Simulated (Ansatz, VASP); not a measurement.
One calculation of Pt, two programs

File INCAR:

```
SYSTEM = Pt
PREC = Accurate
ENCUT = 520
EDIFF = 1E-7
ISMEAR = 0
SIGMA = 0.15
LREAL = .False.
LASPH = .True.
NELM = 80
ALGO = Normal
ISIF = 2
LWAVE = .False.
LCHARG = .False.
GGA = PS
NBANDS = 17
```

File KPOINTS:

```
regular mesh
0
Gamma
  18 18 10
  0 0 0
```

File POSCAR:

```
Pt
1.0
    2.7251897179      0.0000000000      0.0000000000
   -1.3625948590      2.3600835258      0.0000000000
    0.0000000000      0.0000000000      4.1891605390
Pt
2
Direct
    0.6666666667      0.3333333333      0.7500000000
    0.3333333333      0.6666666667      0.2500000000
```

Input for Ansatz:

```yaml
crystal:
  lattice:
    - [2.7251897179, 0.0, 0.0]
    - [-1.362594859, 2.3600835258, 0.0]
    - [0.0, 0.0, 4.189160539]
  atoms:
    - { symbol: Pt, position: [0.6666666667, 0.3333333333, 0.75] }
    - { symbol: Pt, position: [0.3333333333, 0.6666666667, 0.25] }
basis:
  ecutwfc: 420
kpoints:
  mp_grid: { grid: [18, 18, 10] }
hamiltonian:
  xc: pbesol
scf:
  occupations: { method: gaussian, width: 0.15 }
output:
  forces: true
  stress: true
  eigenvalues: true
```

Change from the starting cell: engineering shear strain xy +0.0000, normal strain along z -0.1100.

Alike in both runs: task single point; functional PBEsol; k mesh 18 × 18 × 10; occupations gaussian, width 0.15 eV; no spin polarisation.

|  | VASP | Ansatz |
| --- | --- | --- |
| version | VASP 6.6.1 | Ansatz 0.2.0 |
| potentials or method | VASP PAW PBE potentials, release 64 (Pt), cutoff 520 eV | scalar-relativistic, plane waves, PAW |
| valence electrons in the cell | 20 | 36 |

VASP gave:

```
gap on the k mesh at the Fermi level (eV)                     : none
pressure (GPa)                                                : 46.6
traceless stress, the component that is largest in VASP (GPa) : 14.84
```

Task: What did Ansatz give for the same quantities?

Result: gap on the k mesh at the Fermi level (eV): none; pressure (GPa): 46.9; traceless stress, the component that is largest in VASP (GPa): 14.80.

VASP's potentials were made for PBE, not for PBEsol. A gap of «none» marks a metal or a gap that the smearing closes. Both programs put the cell under a high pressure, so it lies far from rest at this level. VASP's potentials hold 20 valence electrons a cell and Ansatz's 36, so a difference there can come from the potentials and not from the codes.

Neither program's run includes spin-orbit coupling.
